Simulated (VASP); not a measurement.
# MgO (Fm-3m) in VASP: further runs

MgO is run at these levels: PBEsol; tasks: vibrations by perturbation theory.

Everything below comes from runs of VASP 6.6.1. Logs are shortened: lines on timing, memory, paths and dates and some standing lists are left out, and cuts for length are marked.

### 1 The cell of the first run

Symmetry: Fm-3m, No. 225, cubic system. The conventional cell has a = 4.180 Å, b = 4.180 Å, c = 4.180 Å, α = 90.00°, β = 90.00°, γ = 90.00°. Mg (site symmetry m-3m) has 6 O at 2.09 Å within 2.8 Å. O (site symmetry m-3m) has 6 Mg at 2.09 Å within 2.8 Å.

### 2 Vibrations by perturbation theory, PBEsol

Input file INCAR:

```
PREC = Accurate
ENCUT = 520
EDIFF = 1E-8
ISMEAR = 0
SIGMA = 0.01
LREAL = F
LASPH = T
NELM = 60
ALGO = Normal
ISIF = 2
LWAVE = F
LCHARG = F
GGA = PS
IBRION = 8
NSW = 1
```

Input file KPOINTS:

```
regular mesh
0
Gamma
  10 10 10
```

Input file POSCAR:

```
MgO
1.0
    2.0901832066      2.0901832066      0.0000000000
   -2.0901832066      2.0901832066      0.0000000000
    0.0000000000      2.0901832066      2.0901832066
Mg O
1 1
Direct
    0.0000000000      0.0000000000      0.0000000000
    0.5000000000      0.5000000000      0.0000000000
```

Potentials or basis: VASP PAW PBE potentials, release 64 (Mg, O).

Run with:

```
> cat potpaw_PBE.64/Mg/POTCAR potpaw_PBE.64/O/POTCAR > POTCAR
> mpirun -np 1 vasp_std > vasp.out
```

OUTCAR:

```text
PREC = Accurate
   ENCUT = 520
   EDIFF = 1E-8
   ISMEAR = 0
   LREAL = F
   LASPH = T
   NELM = 60
   ISIF = 2
   GGA = PS
   IBRION = 8
   NSW = 1

 ion  position               nearest neighbor table
   1  0.000  0.000  0.000-   2 2.09   2 2.09   2 2.09   2 2.09   2 2.09   2 2.09
   2  0.500  0.500  0.000-   1 2.09   1 2.09   1 2.09   1 2.09   1 2.09   1 2.09

  LATTYP: Found a face centered cubic cell.
 ALAT       =     4.1803664132

  Lattice vectors:

 A1 = (   0.0000000000,   2.0901832066,   2.0901832066)
 A2 = (   2.0901832066,   0.0000000000,   2.0901832066)
 A3 = (   2.0901832066,   2.0901832066,   0.0000000000)

Analysis of symmetry for initial positions (statically):
=====================================================================
 Subroutine PRICEL returns:
 Original cell was already a primitive cell.

 Routine SETGRP: Setting up the symmetry group for a
 face centered cubic supercell.

 Subroutine GETGRP returns: Found 48 space group operations
 (whereof 48 operations were pure point group operations)
 out of a pool of 48 trial point group operations.

The static configuration has the point symmetry O_h .

Analysis of symmetry for dynamics (positions and initial velocities):
=====================================================================
 Subroutine PRICEL returns:
 Original cell was already a primitive cell.

 Routine SETGRP: Setting up the symmetry group for a
 face centered cubic supercell.

 Subroutine GETGRP returns: Found 48 space group operations
 (whereof 48 operations were pure point group operations)
 out of a pool of 48 trial point group operations.

The dynamic configuration has the point symmetry O_h .

 Subroutine INISYM returns: Found 48 space group operations
 (whereof 48 operations are pure point group operations),
 and found     1 'primitive' translations

----------------------------------------------------------------------------------------

                                     Primitive cell

  volume of cell :      18.2635

  direct lattice vectors                    reciprocal lattice vectors
     2.090183207  2.090183207  0.000000000     0.239213481  0.239213481 -0.239213481
    -2.090183207  2.090183207  0.000000000    -0.239213481  0.239213481 -0.239213481
     0.000000000  2.090183207  2.090183207     0.000000000  0.000000000  0.478426961

  length of vectors
     2.955965439  2.955965439  2.955965439     0.414329902  0.414329902  0.478426961

  position of ions in fractional coordinates (direct lattice)
     0.000000000  0.000000000  0.000000000
     0.500000000  0.500000000  0.000000000

  ion indices of the primitive-cell ions
   primitive index   ion index
                 1           1
                 2           2

----------------------------------------------------------------------------------------

 KPOINTS: regular mesh

Automatic generation of k-mesh.
 Grid dimensions read from file:
 generate k-points for:   10   10   10

 Generating k-lattice:

  Cartesian coordinates                     Fractional coordinates (reciprocal lattice)
     0.023921348  0.023921348 -0.023921348     0.100000000  0.000000000  0.000000000
    -0.023921348  0.023921348 -0.023921348     0.000000000  0.100000000  0.000000000
     0.000000000  0.000000000  0.047842696     0.000000000  0.000000000  0.100000000

  Length of vectors
     0.041432990  0.041432990  0.047842696

  Shift w.r.t. Gamma in fractional coordinates (k-lattice)
     0.000000000  0.000000000  0.000000000

 Subroutine IBZKPT returns following result:
 ===========================================

 Found     47 irreducible k-points:

 Following reciprocal coordinates:
            Coordinates               Weight
  0.000000  0.000000  0.000000      1.000000
  0.100000  0.000000  0.000000      8.000000
  0.200000  0.000000  0.000000      8.000000
  0.300000  0.000000  0.000000      8.000000
  0.400000  0.000000  0.000000      8.000000
  0.500000  0.000000  0.000000      4.000000
[... 16 lines left out ...]
  0.300000  0.300000  0.000000     12.000000
  0.400000  0.300000  0.000000     24.000000
 [... further k-points ...]
   k-points           NKPTS =     47   k-points in BZ     NKDIM =     47   number of bands    NBANDS=      8
   number of dos      NEDOS =    301   number of ions     NIONS =      2
   total plane-waves  NPLWV =  13824
   dimension x,y,z NGX =    24 NGY =   24 NGZ =   24
   dimension x,y,z NGXF=    48 NGYF=   48 NGZF=   48
   ions per type =               1   1
   NGX,Y,Z   is equivalent  to a cutoff of  13.50, 13.50, 13.50 a.u.
   NGXF,Y,Z  is equivalent  to a cutoff of  27.00, 27.00, 27.00 a.u.
 SYSTEM =  unknown system
   PREC   = accura    normal or accurate (medium, high low for compatibility)
   ISTART =      0    job   : 0-new  1-cont  2-samecut
   ICHARG =      2    charge: 1-file 2-atom 10-const
   ISPIN  =      1    spin polarized calculation?
   LNONCOLLINEAR =      F non collinear calculations
   LSORBIT =      F    spin-orbit coupling
   LASPH  =      T    aspherical Exc in radial PAW
   ENCUT  =  520.0 eV  38.22 Ry    6.18 a.u.   5.50  5.50  5.50*2*pi/ulx,y,z
   NELM   =     60;   NELMIN=  2; NELMDL= -5     # of ELM steps
   EDIFF  = 0.1E-07   stopping-criterion for ELM
   LREAL  =      F    real-space projection
   EDIFFG = 0.1E-06   stopping-criterion for IOM
   NSW    =      1    number of steps for IOM
   IBRION =      8    ionic relax: 0-MD 1-quasi-New 2-CG
   NFREE  =      0    steps in history (QN), initial steepest desc. (CG)
   ISIF   =      2    stress and relaxation
   ISYM   =      2    0-nonsym 1-usesym 2-fastsym
   POTIM  = 0.5000    time-step for ionic-motion
   TEBEG  =    0.0;   TEEND  =   0.0 temperature during run
   PSTRESS=    0.0 pullay stress
   NELECT =       8.0000    total number of electrons
   NUPDOWN=      -1.0000    fix difference up-down
   EMIN   =  10.00;   EMAX   =-10.00  energy-range for DOS
   EFERMI =   0.00;   METHOD = LEGACY
   ISMEAR =     0;   SIGMA  =   0.01  broadening in eV -4-tet -1-fermi 0-gaus
   EFERMI_NEDOS =   21; number of points for ismear=-14 and -15
   IALGO  =     38    algorithm
   IMIX   =      4    mixing-type and parameters
     AMIX     =   0.40;   BMIX     =  1.00
     AMIX_MAG =   1.60;   BMIX_MAG =  1.00
  volume/ion in A,a.u.               =       9.13        61.62
  Fermi-wavevector in a.u.,A,eV,Ry     =   1.243303  2.349503 21.031933  1.545803
  Thomas-Fermi vector in A             =   2.377620
   LORBIT       =      0    0 simple, 1 ext, 2 COOP (PROOUT), +10 PAW based schemes
   GGA     = PS    functional components
   LHFCALC =     F    Hartree Fock is set to
   AEXX    =    0.0000 exact exchange contribution
   IVDW    =     0    specifies the selected vdW correction
   LEPSILON=     F    determine dielectric tensor
   LRPA    =     F    only Hartree local field effects (RPA)
 non-spin polarized calculation
 Gauss-broadening in eV      SIGMA  =   0.01
  energy-cutoff  :      520.00
  volume of cell :       18.26
 maximum number of plane-waves:       531
 NGX is ok and might be reduce to    24
   NGX = 11   NGY = 11   NGZ = 11

--------------------------------------- Ionic step        1  -------------------------------------------

 number of electron       8.0000003 magnetization

 Free energy of the ion-electron system (eV)
  ---------------------------------------------------
  ext. energy  EPLUGINS =         0.00000000
  ---------------------------------------------------
  free energy    TOTEN  =       -12.50774662 eV

  energy without entropy =      -12.50774662  energy(sigma->0) =      -12.50774662

 E-fermi :   3.3850     XC(G=0): -11.4205

 val. band max:        3.2394818404   @ k =   0.0000   0.0000   0.0000
 cond. band min:       8.0957535877   @ k =   0.0000   0.0000   0.0000
 fundamental gap:      4.8562717473
 Fermi energy:         3.3850289218

 k-point     1 :       0.0000    0.0000    0.0000
  band No.  band energies     occupation
      1     -14.0858      2.00000
      2       3.2395      2.00000
      3       3.2395      2.00000
      4       3.2395      2.00000
      5       8.0958      0.00000
      6      18.9967      0.00000
      7      18.9967      0.00000
      8      18.9967      0.00000
[... 243 lines left out ...]
 k-point    24 :       0.4000    0.3000    0.0000
  band No.  band energies     occupation
      1     -12.4621      2.00000
      2      -0.4527      2.00000
      3       0.4681      2.00000
      4       2.1510      2.00000
      5      13.3619      0.00000
      6      15.4347      0.00000
      7      15.9827      0.00000
      8      21.2156      0.00000

 [... further k-points ...]

------------------------ aborting loop because EDIFF is reached ----------------------------------------

  FORCE on cell =-STRESS in cart. coord.  units (eV):
  Direction    XX          YY          ZZ          XY          YZ          ZX
  --------------------------------------------------------------------------------------
  -------------------------------------------------------------------------------------
  Total        0.4028106      0.4028106      0.4028106     -0.0000000      0.0000000     -0.0000000
  in kB       35.3368966     35.3368966     35.3368966     -0.0000000      0.0000000     -0.0000000
  external PRESSURE =      35.3368966 kB  Pullay stress =       0.0000000 kB

 VOLUME and BASIS-vectors are now :
 -----------------------------------------------------------------------------
  energy-cutoff  :      520.00
  volume of cell :       18.26
      direct lattice vectors                 reciprocal lattice vectors
     2.090183207  2.090183207  0.000000000     0.239213481  0.239213481 -0.239213481
    -2.090183207  2.090183207  0.000000000    -0.239213481  0.239213481 -0.239213481
     0.000000000  2.090183207  2.090183207     0.000000000  0.000000000  0.478426961

 POSITION                                       TOTAL-FORCE (eV/Angst)
 -----------------------------------------------------------------------------------
      0.00000      0.00000      0.00000         0.000000     -0.000000      0.000000
      0.00000      2.09018      0.00000        -0.000000      0.000000      0.000000
 -----------------------------------------------------------------------------------
    total drift:                                0.000000     -0.000000     -0.000000

  FREE ENERGIE OF THE ION-ELECTRON SYSTEM (eV)
  ---------------------------------------------------
  free  energy   TOTEN  =       -12.5077466175 eV

  energy  without entropy=      -12.5077466175  energy(sigma->0) =      -12.50774662

[... ionic steps 2 to 3 ...]

--------------------------------------- Ionic step        4  -------------------------------------------

------------------------ aborting loop because EDIFF is reached ----------------------------------------

[... ionic steps 5 to 6 ...]

--------------------------------------- Ionic step        7  -------------------------------------------

 Free energy of the ion-electron system (eV)
  ---------------------------------------------------
  ---------------------------------------------------
  free energy    TOTEN  =        -0.35747144 eV

  energy without entropy =       -0.35747144

------------------------ aborting loop because EDIFF is reached ----------------------------------------

 INTERNAL STRAIN TENSOR  FOR ION    2  DIRECTION 1   (eV/Angst):
 -----------------------------------------------------------------------------
     0.00810  0.00000  0.00000
     0.00000 -0.00759 -0.00000
     0.00000 -0.00000 -0.00759

 INTERNAL STRAIN TENSOR FOR ION    2 for displacements in x,y,z  (eV/Angst):
          X           Y           Z          XY          YZ          ZX
  --------------------------------------------------------------------------------
  x     0.00000     0.00000     0.00000     0.00000     0.00000     0.00000
  y     0.00000     0.00000     0.00000     0.00000     0.00000     0.00000
  z     0.00000     0.00000     0.00000     0.00000     0.00000     0.00000

 SECOND DERIVATIVES (NOT SYMMETRIZED)
 ------------------------------------
               1X          1Y          1Z          2X          2Y          2Z
  1X    -6.038786    0.000000    0.000000    6.038786    0.000000    0.000000
  1Y     0.000000   -6.038786    0.000000    0.000000    6.038786    0.000000
  1Z     0.000000    0.000000   -6.038786    0.000000    0.000000    6.038786
  2X     6.048521    0.000000    0.000000   -6.048521    0.000000    0.000000
  2Y     0.000000    6.048521    0.000000    0.000000   -6.048521    0.000000
  2Z     0.000000    0.000000    6.048521    0.000000    0.000000   -6.048521

 Eigenvectors and eigenvalues of the dynamical matrix
 ----------------------------------------------------

   1 f  =   12.373946 THz    77.747798 2PiTHz  412.750422 cm-1    51.174507 meV
             X         Y         Z           dx          dy          dz
      0.000000  0.000000  0.000000     0.000000    0.629752    0.000000
      0.000000  2.090183  0.000000     0.000000   -0.776796    0.000000
[... 21 lines left out ...]
   6 f/i=    0.004876 THz     0.030634 2PiTHz    0.162632 cm-1     0.020164 meV
             X         Y         Z           dx          dy          dz
      0.000000  0.000000  0.000000     0.000000    0.000000    0.776796
      0.000000  2.090183  0.000000     0.000000    0.000000    0.629752

--------------------------------------------------------------------------------------------------------

 ELASTIC MODULI CONTR FROM IONIC RELAXATION (kBar)
 Direction    XX          YY          ZZ          XY          YZ          ZX
 --------------------------------------------------------------------------------
 XX           0.0000      0.0000      0.0000      0.0000      0.0000      0.0000
 YY           0.0000      0.0000      0.0000      0.0000      0.0000      0.0000
 ZZ           0.0000      0.0000      0.0000      0.0000      0.0000      0.0000
 XY           0.0000      0.0000      0.0000      0.0000      0.0000      0.0000
 YZ           0.0000      0.0000      0.0000      0.0000      0.0000      0.0000
 ZX           0.0000      0.0000      0.0000      0.0000      0.0000      0.0000
 --------------------------------------------------------------------------------
```

Run time: 73 s. Hardware: 1 thread of Intel Xeon 8259CL, shared host; peak memory 0.18 GiB.

Results:

```yaml
Highest_phonon_frequency_at_Γ_LO-TO_splitting_left_out: 413 cm⁻¹
```

Phonon frequencies in cm⁻¹ (negative: imaginary):
```
              q point        frequencies
(0.000, 0.000, 0.000)  0 0 0 413 413 413
```

Caveat: the cell stands under pressure or tension, which shifts response properties; the PAW data sets were made with another functional, which shifts forces and pressure a little.

(Part 1 of 3 ends here.)
